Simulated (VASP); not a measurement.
Here is a VASP 6.6.1 calculation.

The input INCAR:

```
PREC     = Accurate       # precision mode
ENCUT    = 520            # plane-wave cutoff, eV
EDIFF    = 1E-8           # SCF threshold, eV
ISMEAR   = -1             # smearing method
SIGMA    = 0.03           # smearing width, eV
LREAL    = False          # projectors in reciprocal space
LASPH    = True           # aspherical terms in the spheres
NELM     = 80             # most SCF steps
ALGO     = Normal         # electronic algorithm
ISIF     = 2              # what is computed and relaxed
LWAVE    = False          # write WAVECAR
LCHARG   = False          # write CHGCAR
GGA      = PE             # functional
LEFG     = True         
NBANDS   = 14             # bands
```

The input KPOINTS:

```
regular mesh
0
Gamma
  9 9 9
```

Contents of POSCAR:

```
NaCl
1.0
    2.8600000000      0.0000000000      0.0000000000
    0.0000000000      2.8600000000      0.0000000000
    0.0000000000      0.0000000000      2.8600000000
Na Cl
1 1
Direct
    0.0000000000      0.0000000000      0.0000000000
    0.5000000000      0.5000000000      0.5000000000
```

Potentials or basis: VASP PAW PBE potentials, release 64 (Na_pv, Cl).

The run is started by

```console
$ cat potpaw_PBE.64/Na_pv/POTCAR potpaw_PBE.64/Cl/POTCAR > POTCAR
$ mpirun -np 1 vasp_std > vasp.out
```

What does it give for the band gap on the k mesh?

4.77 eV, direct.

Estimate the pressure.

65.1 GPa.

Caveat: without QUAD_EFG the Cq values of the log hold for a quadrupole moment of 1 mb, not for the nuclei. Expect the measured gap to be larger: semilocal functionals such as PBE lack the derivative discontinuity.
